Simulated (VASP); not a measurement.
Here is a VASP 6.6.1 calculation.

Contents of INCAR:

```
ALGO = Normal ; EDIFF = 1E-8
ENCUT = 520 ; GGA = PE
IBRION = 8 ; ISIF = 2
ISMEAR = -1 ; LASPH = T
LCHARG = T ; LREAL = F
LWAVE = F ; NBANDS = 16
NELM = 60 ; NSW = 1
PREC = Accurate ; SIGMA = 0.15
```

The input KPOINTS:

```
k-points
0
Gamma
  15 15 12
```

The input POSCAR:

```
TiB2
1.0
    3.0326555016      0.0000000029      0.0000000000
   -1.5163277533      2.6263567038      0.0000000000
    0.0000000000      0.0000000000      3.2239777347
Ti B
1 2
Direct
    0.0000000000      0.0000000000      0.0000000000
    0.3333333333      0.6666666667      0.5000000000
    0.6666666667      0.3333333333      0.5000000000
```

Potentials or basis: VASP PAW PBE potentials, release 64 (Ti_sv, B).

Launch:

```console
$ cat potpaw_PBE.64/Ti_sv/POTCAR potpaw_PBE.64/B/POTCAR > POTCAR
$ mpirun -np 1 vasp_std > vasp.out
```

**Question.** Estimate the highest phonon frequency at Γ.

**Answer.** 887 cm⁻¹.

Phonon frequencies in cm⁻¹ (negative: imaginary):
```
              q point                     frequencies
(0.000, 0.000, 0.000)  -1 0 0 510 510 512 555 887 887
```
